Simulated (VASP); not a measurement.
InSb3: relaxation of cell and atoms with PBEsol

Crystal: InSb3.

```
CELL_PARAMETERS angstrom
0.00000 3.81500 3.81500
3.81500 0.00000 3.81500
3.81500 3.81500 0.00000
ATOMIC_POSITIONS crystal
In 0.00000 0.00000 0.00000
Sb 0.50000 0.50000 0.50000
Sb 0.25000 0.25000 0.25000
Sb 0.75000 0.75000 0.75000
```

```
Program                : VASP 6.6.1
Task                   : relaxation of cell and atoms
Functional             : PBEsol
Potentials or basis    : VASP PAW PBE potentials, release 64 (In_d, Sb)
Cutoff                 : 500 eV
k mesh                 : 5 × 5 × 5
Occupations            : gaussian, width 0.01 eV
Spin                   : no spin polarisation
Target pressure        : 10 GPa
Dipole correction      : no
Further INCAR settings : ALGO = Normal; EDIFF = 1e-07; IBRION = 2; EDIFFG = -0.01; NSW = 80; ISIF = 3
```

```
Relaxed volume                                             : 22.98 Å³/atom
Relaxed cell                                               : a = 5.066 Å, b = 5.066 Å, c = 5.066 Å, α = 60.00°, β = 60.00°, γ = 60.00°
Space group after relaxing (to 0.1 Å)                      : Fm-3m (No. 225)
Energy change on relaxing (the run minimises the enthalpy) : +51.1 meV/atom
Ionic steps                                                : 7
Pressure after relaxing                                    : 10.0 GPa
```

The path:
```tsv
step	energy change (eV)	largest force (eV/Å)	pressure (GPa)	volume (Å³)
1	0.0000	0.0000	-4.03	111.05
2	2.4298	0.0000	40.55	76.39
3	0.1676	0.0000	9.28	92.53
4	0.1960	0.0000	9.84	92.06
5	0.2183	0.0000	10.27	91.70
6	0.1894	0.0000	9.71	92.16
7	0.2045	0.0000	10.01	91.92
```

Final structure:
```
CELL_PARAMETERS angstrom
0.00000 3.58199 3.58199
3.58199 0.00000 3.58199
3.58199 3.58199 0.00000
ATOMIC_POSITIONS crystal
In 0.00000 0.00000 0.00000
Sb 0.50000 0.50000 0.50000
Sb 0.25000 0.25000 0.25000
Sb 0.75000 0.75000 0.75000
```

Levels at points of the mesh, in eV from the Fermi level:
```tsv
k point	band 10	band 11	band 12	band 13	band 14	band 15	band 16	band 17	band 18
(0.00, 0.00, 0.00)	-2.94	-2.94	-2.86	-2.86	-2.86	-1.51	-0.93	-0.93	-0.93
```

It took 92 s on 1 thread of Intel(R) Xeon(R) Platinum 8559C (Emerald Rapids), on a shared host, peak memory 0.26 GiB.

Caveat: the cell is relaxed towards a set pressure, so the run minimises the enthalpy, not the energy; the volume moved by over 15 % at a fixed basis, so the end points are rough; the highest band is partly filled, so the run has too few bands; the PAW data sets were made with another functional, which shifts forces and pressure a little; spin-orbit coupling is left out, which moves the levels of the heavy elements.
